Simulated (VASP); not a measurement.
# C (P6_3/mmc) in VASP: a series of runs, part 2 of 2

VASP 6.6.1. The steps go on from the part before.

## Step 5: Single point, PBEsol+D3(BJ) (7.99 Å³/atom)

INCAR

```
SYSTEM = C
PREC = Accurate
ENCUT = 520
EDIFF = 1E-6
ISMEAR = 0
SIGMA = 0.15
LREAL = .False.
LASPH = .True.
NELM = 80
ALGO = Normal
ISIF = 2
LWAVE = .False.
LCHARG = .True.
GGA = PS
IVDW = 12
LELF = .True.
LVHAR = .True.
NBANDS = 16
```

KPOINTS

```
regular mesh
0
Gamma
  21 21 8
  0 0 0
```

POSCAR

```
C
1.0
    2.4364527526      0.0000000000      0.0000000000
   -1.2182263763      2.1100299789      0.0000000000
    0.0000000000      0.0000000000      6.2151473266
C
4
Direct
    0.0000000000      0.0000000000      0.0025000000
    0.0000000000      0.0000000000      0.5025000000
    0.3333333333      0.6666666667      0.0025000000
    0.6666666667      0.3333333333      0.5025000000
```

Potentials or basis: VASP PAW PBE potentials, release 64 (C).

On the command line:

```sh
$ cat potpaw_PBE.64/C/POTCAR > POTCAR
$ mpirun -np 1 vasp_std > vasp.out
```

OUTCAR:

```text
SYSTEM = C
   PREC = Accurate
   ENCUT = 520
   EDIFF = 1E-6
   ISMEAR = 0
   LREAL = .False.
   LASPH = .True.
   NELM = 80
   ISIF = 2
   GGA = PS
   IVDW = 12
 IVDW          = 12

 ion  position               nearest neighbor table
   1  0.000  0.000  0.002-   3 1.41   3 1.41   3 1.41
   2  0.000  0.000  0.502-   4 1.41   4 1.41   4 1.41
   3  0.333  0.667  0.002-   1 1.41   1 1.41   1 1.41
   4  0.667  0.333  0.502-   2 1.41   2 1.41   2 1.41

  LATTYP: Found a hexagonal cell.
 ALAT       =     2.4364527526
 C/A-ratio  =     2.5509000000

  Lattice vectors:

 A1 = (   2.4364527526,   0.0000000000,   0.0000000000)
 A2 = (  -1.2182263763,   2.1100299789,   0.0000000000)
 A3 = (   0.0000000000,   0.0000000000,   6.2151473266)

Analysis of symmetry for initial positions (statically):
=====================================================================
 Subroutine PRICEL returns:
 Original cell was already a primitive cell.

 Routine SETGRP: Setting up the symmetry group for a
 hexagonal supercell.

 Subroutine GETGRP returns: Found 24 space group operations
 (whereof  6 operations were pure point group operations)
 out of a pool of 24 trial point group operations.

The static configuration has the point symmetry C_3v.
 The point group associated with its full space group is D_6h.

Analysis of symmetry for dynamics (positions and initial velocities):
=====================================================================
 Subroutine PRICEL returns:
 Original cell was already a primitive cell.

 Routine SETGRP: Setting up the symmetry group for a
 hexagonal supercell.

 Subroutine GETGRP returns: Found 24 space group operations
 (whereof  6 operations were pure point group operations)
 out of a pool of 24 trial point group operations.

The dynamic configuration has the point symmetry C_3v.
 The point group associated with its full space group is D_6h.

 Subroutine INISYM returns: Found 24 space group operations
 (whereof  6 operations are pure point group operations),
 and found     1 'primitive' translations

----------------------------------------------------------------------------------------

                                     Primitive cell

  volume of cell :      31.9520

  direct lattice vectors                    reciprocal lattice vectors
     2.436452753  0.000000000  0.000000000     0.410432749  0.236963458  0.000000000
    -1.218226376  2.110029979  0.000000000     0.000000000  0.473926916  0.000000000
     0.000000000  0.000000000  6.215147327     0.000000000  0.000000000  0.160897232

  length of vectors
     2.436452753  2.436452753  6.215147327     0.473926916  0.473926916  0.160897232

  position of ions in fractional coordinates (direct lattice)
     0.000000000  0.000000000  0.002500000
     0.000000000  0.000000000  0.502500000
     0.333333333  0.666666667  0.002500000
     0.666666667  0.333333333  0.502500000

  ion indices of the primitive-cell ions
   primitive index   ion index
                 1           1
                 2           2
                 3           3
                 4           4

----------------------------------------------------------------------------------------

 KPOINTS: regular mesh

Automatic generation of k-mesh.
[... 25 lines left out ...]
  0.095238  0.000000  0.000000      6.000000
  0.142857  0.000000  0.000000      6.000000
  0.190476  0.000000  0.000000      6.000000
  0.238095  0.000000  0.000000      6.000000
[... 16 lines left out ...]
  0.142857  0.095238  0.000000     12.000000
  0.190476  0.095238  0.000000     12.000000
 [... further k-points ...]
   k-points           NKPTS =    240   k-points in BZ     NKDIM =    240   number of bands    NBANDS=     16
   number of dos      NEDOS =    301   number of ions     NIONS =      4
   total plane-waves  NPLWV =  15552
   dimension x,y,z NGX =    18 NGY =   18 NGZ =   48
   dimension x,y,z NGXF=    36 NGYF=   36 NGZF=   96
   ions per type =               4
   NGX,Y,Z   is equivalent  to a cutoff of  12.28, 12.28, 12.84 a.u.
   NGXF,Y,Z  is equivalent  to a cutoff of  24.56, 24.56, 25.68 a.u.
 SYSTEM =  C
   PREC   = accura    normal or accurate (medium, high low for compatibility)
   ISTART =      0    job   : 0-new  1-cont  2-samecut
   ICHARG =      2    charge: 1-file 2-atom 10-const
   ISPIN  =      1    spin polarized calculation?
   LNONCOLLINEAR =      F non collinear calculations
   LSORBIT =      F    spin-orbit coupling
   LASPH  =      T    aspherical Exc in radial PAW
   ENCUT  =  520.0 eV  38.22 Ry    6.18 a.u.   4.53  4.53 11.56*2*pi/ulx,y,z
   NELM   =     80;   NELMIN=  2; NELMDL= -5     # of ELM steps
   EDIFF  = 0.1E-05   stopping-criterion for ELM
   LREAL  =      F    real-space projection
   EDIFFG = 0.1E-04   stopping-criterion for IOM
   NSW    =      0    number of steps for IOM
   IBRION =     -1    ionic relax: 0-MD 1-quasi-New 2-CG
   NFREE  =      0    steps in history (QN), initial steepest desc. (CG)
   ISIF   =      2    stress and relaxation
   ISYM   =      2    0-nonsym 1-usesym 2-fastsym
   POTIM  = 0.5000    time-step for ionic-motion
   TEBEG  =    0.0;   TEEND  =   0.0 temperature during run
   PSTRESS=    0.0 pullay stress
   NELECT =      16.0000    total number of electrons
   NUPDOWN=      -1.0000    fix difference up-down
   EMIN   =  10.00;   EMAX   =-10.00  energy-range for DOS
   EFERMI =   0.00;   METHOD = LEGACY
   ISMEAR =     0;   SIGMA  =   0.15  broadening in eV -4-tet -1-fermi 0-gaus
   EFERMI_NEDOS =   21; number of points for ismear=-14 and -15
   IALGO  =     38    algorithm
   IMIX   =      4    mixing-type and parameters
     AMIX     =   0.40;   BMIX     =  1.00
     AMIX_MAG =   1.60;   BMIX_MAG =  1.00
  volume/ion in A,a.u.               =       7.99        53.91
  Fermi-wavevector in a.u.,A,eV,Ry     =   1.300016  2.456675 22.994424  1.690042
  Thomas-Fermi vector in A             =   2.431243
   LORBIT       =      0    0 simple, 1 ext, 2 COOP (PROOUT), +10 PAW based schemes
   GGA     = PS    functional components
   LHFCALC =     F    Hartree Fock is set to
   AEXX    =    0.0000 exact exchange contribution
   IVDW    =    12    specifies the selected vdW correction
   LEPSILON=     F    determine dielectric tensor
   LRPA    =     F    only Hartree local field effects (RPA)
 non-spin polarized calculation
 Gauss-broadening in eV      SIGMA  =   0.15
  energy-cutoff  :      520.00
  volume of cell :       31.95
 maximum number of plane-waves:       882
 NGX is ok and might be reduce to    18
   NGX =  9   NGY =  9   NGZ = 23

 number of electron      15.9999997 magnetization

 Free energy of the ion-electron system (eV)
  ---------------------------------------------------
  ext. energy  EPLUGINS =         0.00000000
  ---------------------------------------------------
  free energy    TOTEN  =       -38.49580153 eV

  energy without entropy =      -38.49496050  energy(sigma->0) =      -38.49538101

 E-fermi :   5.4859     XC(G=0): -11.1542

 val. band max:        5.4853152886   @ k =   0.3333   0.3333   0.2500
 cond. band min:       5.4873067907   @ k =   0.3333   0.3333   0.5000
 fundamental gap:      0.0019915021
 Fermi energy:         5.4858919158

 k-point     1 :       0.0000    0.0000    0.0000
  band No.  band energies     occupation
      1     -14.4843      2.00000
      2     -13.9469      2.00000
      3      -3.6688      2.00000
      4      -0.7735      2.00000
      5       2.5624      2.00000
      6       2.5624      2.00000
[... 433 lines left out ...]
      3      -1.7865      2.00000
      4      -1.6938      2.00000
      5      -1.5390      2.00000
      6      -0.0511      2.00000
[... 8 lines left out ...]
     15      18.1645      0.00000
     16      18.7547      0.00000

 [... further k-points ...]

------------------------ aborting loop because EDIFF is reached ----------------------------------------

 Edisp (eV)   -0.47359

 E8    (eV) :    -0.2302

  FORCE on cell =-STRESS in cart. coord.  units (eV):
  Direction    XX          YY          ZZ          XY          YZ          ZX
  --------------------------------------------------------------------------------------
  -------------------------------------------------------------------------------------
  Total       2.85399     2.85399     0.55765    -0.00000     0.00000    -0.00000
  in kB     143.10829   143.10829    27.96249    -0.00000     0.00000    -0.00000
  external pressure =      104.73 kB  Pullay stress =        0.00 kB

 VOLUME and BASIS-vectors are now :
 -----------------------------------------------------------------------------
  energy-cutoff  :      520.00
  volume of cell :       31.95
      direct lattice vectors                 reciprocal lattice vectors
     2.436452753  0.000000000  0.000000000     0.410432749  0.236963458  0.000000000
    -1.218226376  2.110029979  0.000000000     0.000000000  0.473926916  0.000000000
     0.000000000  0.000000000  6.215147327     0.000000000  0.000000000  0.160897232

 POSITION                                       TOTAL-FORCE (eV/Angst)
 -----------------------------------------------------------------------------------
      0.00000      0.00000      0.01554         0.000000      0.000000     -0.000000
      0.00000      0.00000      3.12311        -0.000000      0.000000      0.000000
     -0.00000      1.40669      0.01554         0.000000      0.000000      0.000000
      1.21823      0.70334      3.12311        -0.000000      0.000000      0.000000
 -----------------------------------------------------------------------------------
    total drift:                               -0.000000     -0.000000      0.000021

  FREE ENERGIE OF THE ION-ELECTRON SYSTEM (eV)
  ---------------------------------------------------
  free  energy   TOTEN  =       -38.9693877531 eV

  energy  without entropy=      -38.9685467251  energy(sigma->0) =      -38.96896724
```

Wall time 35 s (1 thread of AMD EPYC 9R45 (Zen 5), shared host); peak memory 0.18 GiB.

What came out:

* Free energy: -38.9694 eV
* Pressure: 10.5 GPa
* Band gap on the k mesh: zero (bands 8 and 9 overlap by 0.07 eV)
* Dispersion energy per atom: -0.118 eV

Stress tensor (GPa, compression positive):
```
14.31  0.00  0.00
 0.00 14.31  0.00
 0.00  0.00  2.80
```

Levels at points of the mesh, in eV from the Fermi level:
| k point | band 6 | band 7 | band 8 | band 9 | band 10 | band 11 |
| --- | --- | --- | --- | --- | --- | --- |
| (0.00, 0.00, 0.00) | -2.92 | -2.89 | -2.89 | 4.69 | 8.55 | 8.55 |
| (0.00, 0.00, 0.50) | -2.90 | -2.90 | -2.90 | 8.02 | 8.02 | 8.60 |

Caveat: the stress differs along the axes, from 3 to 14 GPa; the PAW data sets were made with another functional, which shifts forces and pressure a little.

## Step 6: The runs side by side

| cell | gap on the mesh (eV) | pressure (GPa) |
| --- | --- | --- |
| a = 2.476, b = 2.476, c = 6.019 Å, angles 90.0, 90.0, 120.0°, 4 atoms | none | -4.4 |
| a = 2.398, b = 2.398, c = 6.418 Å, angles 90.0, 90.0, 120.0°, 4 atoms | none | 26.9 |
| a = 2.359, b = 2.359, c = 6.628 Å, angles 90.0, 90.0, 120.0°, 4 atoms | none | 44.1 |
| a = 2.436, b = 2.436, c = 6.215 Å, angles 90.0, 90.0, 120.0°, 4 atoms | none | 10.5 |

Alike in all rows: task single point; level PBEsol+D3(BJ); potentials or basis VASP PAW PBE potentials, release 64 (C); no spin polarisation; k mesh 21 × 21 × 8; cutoff (eV) 520; smearing gaussian 0.15 eV.

Caveats: the PAW data sets were made with another functional, which shifts forces and pressure a little; the stress differs along the axes, from -9 to 5 GPa (at least some runs); the stress differs along the axes, from 1 to 40 GPa (at least some runs); the stress differs along the axes, from -1 to 66 GPa (at least some runs); the stress differs along the axes, from 3 to 14 GPa (at least some runs).

Total energies depend on the potentials used, so only differences within one code and one set of settings carry meaning.
